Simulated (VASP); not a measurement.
# BN (P1) in VASP: notebook

The runs below take BN through single point, with LDA, PBEsol, PBE.

Program: VASP 6.6.1. These are calculated values, not measurements. Logs are shortened: lines on timing, memory, paths and dates and some standing lists are left out, and cuts for length are marked.

## Step 1: The cell of the first run

The typed cell holds 2 atoms: a = 2.474 Å, b = 2.474 Å, c = 3.230 Å, α = 101.11°, β = 101.11°, γ = 119.81°.

## Step 2: Single point, LDA

The input, INCAR:

```
SYSTEM = BN
ALGO     = Normal         ! electronic algorithm
EDIFF    = 1E-6           ! SCF threshold, eV
ENCUT    = 520            ! plane-wave cutoff, eV
GGA      = CA             ! functional
ISIF     = 2              ! what is computed and relaxed
ISMEAR   = -1             ! smearing method
LASPH    = .True.         ! aspherical terms in the spheres
LCHARG   = .True.         ! write CHGCAR
LELF     = .True.         ! ELF
LREAL    = .False.        ! projectors in reciprocal space
LVHAR    = .True.       
LWAVE    = .False.        ! write WAVECAR
NBANDS   = 11             ! bands
NELM     = 60             ! most SCF steps
PREC     = Accurate       ! precision mode
SIGMA    = 0.05           ! smearing width, eV
```

The input, KPOINTS:

```
k-points
0
Gamma
  13 13 9
  0 0 0
```

The input, POSCAR:

```
BN
1.0
    2.4741443238      0.0000000000      0.0000000000
   -1.2298612564      2.1468189082      0.0000000000
   -0.6221415337     -1.0734094541      2.9816898573
N B
1 1
Direct
    0.6685060000      0.3323850000      0.9849990000
    0.9796430000      0.9834990000      0.0018060000
```

Potentials or basis: VASP PAW LDA potentials, release 64 (N, B).

Command:

```sh
$ cat potpaw_LDA.64/N/POTCAR potpaw_LDA.64/B/POTCAR > POTCAR
$ mpirun -np 1 vasp_std > vasp.out
```

OUTCAR:

```text
SYSTEM = BN
   EDIFF = 1E-6
   ENCUT = 520
   GGA = CA
   ISIF = 2
   ISMEAR = -1
   LASPH = .True.
   LREAL = .False.
   NELM = 60
   PREC = Accurate

 ion  position               nearest neighbor table
   1  0.669  0.332  0.985-   2 1.38   2 1.42   2 1.50
   2  0.980  0.983  0.002-   1 1.38   1 1.42   1 1.50

  LATTYP: Found a face centered orthorhombic cell.
 ALAT       =     2.4813447516
 B/A-ratio  =     1.7253460765
 C/A-ratio  =     2.4032854406

  Lattice vectors:

 A1 = (  -1.8520027901,   1.0734094541,   2.9816898573)
 A2 = (   0.6221415337,   1.0734094541,   2.9816898573)
 A3 = (  -1.2298612564,   2.1468189082,   0.0000000000)

Analysis of symmetry for initial positions (statically):
=====================================================================
 Subroutine PRICEL returns:
 Original cell was already a primitive cell.

 Routine SETGRP: Setting up the symmetry group for a
 face centered orthorhombic supercell.

 Subroutine GETGRP returns: Found  1 space group operations
 (whereof  1 operations were pure point group operations)
 out of a pool of  8 trial point group operations.

The static configuration has the point symmetry C_1 .

Analysis of symmetry for dynamics (positions and initial velocities):
=====================================================================
 Subroutine PRICEL returns:
 Original cell was already a primitive cell.

 Routine SETGRP: Setting up the symmetry group for a
 face centered orthorhombic supercell.

 Subroutine GETGRP returns: Found  1 space group operations
 (whereof  1 operations were pure point group operations)
 out of a pool of  8 trial point group operations.

The dynamic configuration has the point symmetry C_1 .

 Subroutine INISYM returns: Found  1 space group operations
 (whereof  1 operations are pure point group operations),
 and found     1 'primitive' translations

----------------------------------------------------------------------------------------

                                     Primitive cell

  volume of cell :      15.8374

  direct lattice vectors                    reciprocal lattice vectors
     2.474144324  0.000000000  0.000000000     0.404180140  0.231545145  0.167690143
    -1.229861256  2.146818908  0.000000000     0.000000000  0.465805474  0.167690143
    -0.622141534 -1.073409454  2.981689857     0.000000000  0.000000000  0.335380287

  length of vectors
     2.474144324  2.474144324  3.229511163     0.495070423  0.495070423  0.335380287

  position of ions in fractional coordinates (direct lattice)
     0.668506000  0.332385000  0.984999000
     0.979643000  0.983499000  0.001806000

  ion indices of the primitive-cell ions
   primitive index   ion index
                 1           1
                 2           2

----------------------------------------------------------------------------------------

 KPOINTS: k-points

Automatic generation of k-mesh.
 Grid dimensions read from file:
 generate k-points for:   13   13    9

 Generating k-lattice:

  Cartesian coordinates                     Fractional coordinates (reciprocal lattice)
     0.031090780  0.017811165  0.012899242     0.076923077  0.000000000  0.000000000
     0.000000000  0.035831190  0.012899242     0.000000000  0.076923077  0.000000000
     0.000000000  0.000000000  0.037264476     0.000000000  0.000000000  0.111111111

  Length of vectors
     0.038082340  0.038082340  0.037264476

  Shift w.r.t. Gamma in fractional coordinates (k-lattice)
     0.000000000  0.000000000  0.000000000

 -----------------------------------------------------------------------------
|                                                                             |
|           W    W    AA    RRRRR   N    N  II  N    N   GGGG   !!!           |
|           W    W   A  A   R    R  NN   N  II  NN   N  G    G  !!!           |
|           W    W  A    A  R    R  N N  N  II  N N  N  G       !!!           |
|           W WW W  AAAAAA  RRRRR   N  N N  II  N  N N  G  GGG   !            |
|           WW  WW  A    A  R   R   N   NN  II  N   NN  G    G                |
|           W    W  A    A  R    R  N    N  II  N    N   GGGG   !!!           |
|                                                                             |
|     Your reciprocal lattice and k-lattice belong to different lattice       |
|     classes:                                                                |
|                                                                             |
|        The reciprocal lattice is body-centered orthorhombic,                |
|        whereas your k-lattice is base-centered monoclinic.                  |
|                                                                             |
|     Results are often still useful ...                                      |
|                                                                             |
 -----------------------------------------------------------------------------

 WARNING: IBZKPT: internal override: KBLOWUP is changed to .FALSE.
      ... skipping the blow-up phase ...

 Subroutine IBZKPT returns following result:
 ===========================================

 Found    761 irreducible k-points:

 Following reciprocal coordinates:
            Coordinates               Weight
  0.000000  0.000000  0.000000      1.000000
  0.076923  0.000000 -0.000000      2.000000
  0.153846  0.000000 -0.000000      2.000000
  0.230769  0.000000  0.000000      2.000000
  0.307692  0.000000 -0.000000      2.000000
  0.384615  0.000000  0.000000      2.000000
[... 16 lines left out ...]
  0.153846  0.153846 -0.000000      2.000000
  0.230769  0.153846  0.000000      2.000000
 [... further k-points ...]
   k-points           NKPTS =    761   k-points in BZ     NKDIM =    761   number of bands    NBANDS=     11
   number of dos      NEDOS =    301   number of ions     NIONS =      2
   total plane-waves  NPLWV =   7776
   dimension x,y,z NGX =    18 NGY =   18 NGZ =   24
   dimension x,y,z NGXF=    36 NGYF=   36 NGZF=   48
   ions per type =               1   1
   NGX,Y,Z   is equivalent  to a cutoff of  12.09, 12.09, 12.35 a.u.
   NGXF,Y,Z  is equivalent  to a cutoff of  24.19, 24.19, 24.71 a.u.
 SYSTEM =  BN
   PREC   = accura    normal or accurate (medium, high low for compatibility)
   ISTART =      0    job   : 0-new  1-cont  2-samecut
   ICHARG =      2    charge: 1-file 2-atom 10-const
   ISPIN  =      1    spin polarized calculation?
   LNONCOLLINEAR =      F non collinear calculations
   LSORBIT =      F    spin-orbit coupling
   LASPH  =      T    aspherical Exc in radial PAW
   ENCUT  =  520.0 eV  38.22 Ry    6.18 a.u.   4.60  4.60  6.00*2*pi/ulx,y,z
   NELM   =     60;   NELMIN=  2; NELMDL= -5     # of ELM steps
   EDIFF  = 0.1E-05   stopping-criterion for ELM
   LREAL  =      F    real-space projection
   EDIFFG = 0.1E-04   stopping-criterion for IOM
   NSW    =      0    number of steps for IOM
   IBRION =     -1    ionic relax: 0-MD 1-quasi-New 2-CG
   NFREE  =      0    steps in history (QN), initial steepest desc. (CG)
   ISIF   =      2    stress and relaxation
   ISYM   =      2    0-nonsym 1-usesym 2-fastsym
   POTIM  = 0.5000    time-step for ionic-motion
   TEBEG  =    0.0;   TEEND  =   0.0 temperature during run
   PSTRESS=    0.0 pullay stress
   NELECT =       8.0000    total number of electrons
   NUPDOWN=      -1.0000    fix difference up-down
   EMIN   =  10.00;   EMAX   =-10.00  energy-range for DOS
[... 5 lines left out ...]
     AMIX     =   0.40;   BMIX     =  1.00
     AMIX_MAG =   1.60;   BMIX_MAG =  1.00
  volume/ion in A,a.u.               =       7.92        53.44
  Fermi-wavevector in a.u.,A,eV,Ry     =   1.303799  2.463822 23.128420  1.699891
  Thomas-Fermi vector in A             =   2.434777
   LORBIT       =      0    0 simple, 1 ext, 2 COOP (PROOUT), +10 PAW based schemes
   GGA     = CA    functional components
   LHFCALC =     F    Hartree Fock is set to
   AEXX    =    0.0000 exact exchange contribution
   IVDW    =     0    specifies the selected vdW correction
   LEPSILON=     F    determine dielectric tensor
   LRPA    =     F    only Hartree local field effects (RPA)
 non-spin polarized calculation
  energy-cutoff  :      520.00
  volume of cell :       15.84
 maximum number of plane-waves:       446
   NGX =  9   NGY =  9   NGZ = 11

 number of electron       8.0000000 magnetization

 Free energy of the ion-electron system (eV)
  ---------------------------------------------------
  ext. energy  EPLUGINS =         0.00000000
  ---------------------------------------------------
  free energy    TOTEN  =       -19.14544601 eV

  energy without entropy =      -19.14544601  energy(sigma->0) =      -19.14544601

 E-fermi :   4.7325     XC(G=0): -11.2691

 val. band max:        3.7432816374   @ k =   0.3846   0.3846   0.1111
 cond. band min:       6.3466718502   @ k =  -0.4615  -0.4615   0.4444
 fundamental gap:      2.6033902128
 Fermi energy:         4.7324679375

 k-point     1 :       0.0000    0.0000    0.0000
  band No.  band energies     occupation
      1     -14.7190      2.00000
      2      -0.3027      2.00000
      3       1.1774      2.00000
      4       2.8362      2.00000
      5       9.0233      0.00000
      6      14.0161      0.00000
      7      16.1636      0.00000
      8      16.8639      0.00000
      9      19.2569      0.00000
     10      29.3725      0.00000
     11      31.2243      0.00000

 k-point     2 :       0.0769    0.0000   -0.0000
  band No.  band energies     occupation
      1     -14.5878      2.00000
      2      -0.2396      2.00000
      3       0.9819      2.00000
      4       2.2813      2.00000
      5       9.3450      0.00000
      6      14.1075      0.00000
      7      16.4134      0.00000
      8      16.6615      0.00000
      9      19.5556      0.00000
     10      29.0205      0.00000
     11      29.7363      0.00000
[... 295 lines left out ...]
 k-point    24 :       0.2308    0.1538    0.0000
  band No.  band energies     occupation
      1     -12.4328      2.00000
      2      -3.0243      2.00000
      3      -1.3866      2.00000
      4       0.9554      2.00000
      5      10.5920      0.00000
      6      14.1247      0.00000
      7      16.1066      0.00000
      8      19.8331      0.00000
      9      21.0131      0.00000
     10      24.7775      0.00000
     11      28.6820      0.00000

 [... further k-points ...]
[... 5 lines left out ...]
  --------------------------------------------------------------------------------------
  -------------------------------------------------------------------------------------
  Total        0.2186053      1.7277351      0.4251361     -0.6386648      0.1305431      0.0603131
  in kB       22.1150757    174.7852681     43.0086377    -64.6101342     13.2063175      6.1015415
  external PRESSURE =      79.9696605 kB  Pullay stress =       0.0000000 kB

 VOLUME and BASIS-vectors are now :
 -----------------------------------------------------------------------------
  energy-cutoff  :      520.00
  volume of cell :       15.84
      direct lattice vectors                 reciprocal lattice vectors
     2.474144324  0.000000000  0.000000000     0.404180140  0.231545145  0.167690143
    -1.229861256  2.146818908  0.000000000     0.000000000  0.465805474  0.167690143
    -0.622141534 -1.073409454  2.981689857     0.000000000  0.000000000  0.335380287

 POSITION                                       TOTAL-FORCE (eV/Angst)
 -----------------------------------------------------------------------------------
      0.63238     -0.34374      2.93696        -1.807526     -2.261092      0.586157
      1.21309      2.10946      0.00538         1.807526      2.261092     -0.586157
 -----------------------------------------------------------------------------------
    total drift:                               -0.000083     -0.000312     -0.000291

  FREE ENERGIE OF THE ION-ELECTRON SYSTEM (eV)
  ---------------------------------------------------
  free  energy   TOTEN  =       -19.1454460113 eV

  energy  without entropy=      -19.1454460113  energy(sigma->0) =      -19.14544601
```

It took 36 s on 1 thread of Intel Xeon 6975P-C (Granite Rapids), shared host; peak memory 0.22 GiB.

What came out:

```yaml
Free_energy: -19.1454 eV
Pressure: 8.0 GPa
Largest_force: 2.954 eV/Å
Band_gap_on_the_k_mesh: 2.60 eV, indirect (least direct gap 4.49 eV)
```

Forces on the atoms (eV/Å):
```
N   -1.808 -2.261  0.586
B    1.808  2.261 -0.586
```

Stress tensor (GPa, compression positive):
```
 2.21 -6.46  0.61
-6.46 17.48  1.32
 0.61  1.32  4.30
```

Caveat: forces of over 1 eV/Å act on the atoms, so gaps and moduli don't describe the material at rest.

(Part 1 of 2 ends here.)
